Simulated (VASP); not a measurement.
BaTe, 2 atoms in the cell. Symmetry: Fm-3m, No. 225, cubic system. The conventional cell has a = 7.065 Å, b = 7.065 Å, c = 7.065 Å, α = 90.00°, β = 90.00°, γ = 90.00°. Within 4.6 Å of Ba (site symmetry m-3m) lie 6 Te at 3.53 Å. Te (site symmetry m-3m) has 6 Ba at 3.53 Å within 4.6 Å. 

| Item | Value |
| --- | --- |
| Program | VASP 6.6.1 |
| Task | single point |
| Functional | PBE |
| Potentials or basis | VASP PAW PBE potentials, release 64 (Ba_sv, Te) |
| Cutoff | 520 eV |
| k mesh | 4 × 4 × 4 |
| Occupations | gaussian, width 0.01 eV |
| Spin | no spin polarisation |
| Dipole correction | no |
| Further INCAR settings | ALGO = Normal; EDIFF = 1e-06; NBANDS = 15 |

Potentials or basis: VASP PAW PBE potentials, release 64 (Ba_sv, Te).

Run with:

```console
$ cat potpaw_PBE.64/Ba_sv/POTCAR potpaw_PBE.64/Te/POTCAR > POTCAR
$ mpirun -np 1 vasp_std > vasp.out
```

Hardware: 1 thread of Intel Xeon 8259CL (shared host).

Task: How long does it take, and how much memory?

Result: It took 31 s on 1 thread of Intel Xeon 8259CL, on a shared host, peak memory 0.23 GiB. Counts: scf iterations 13, k points 8.
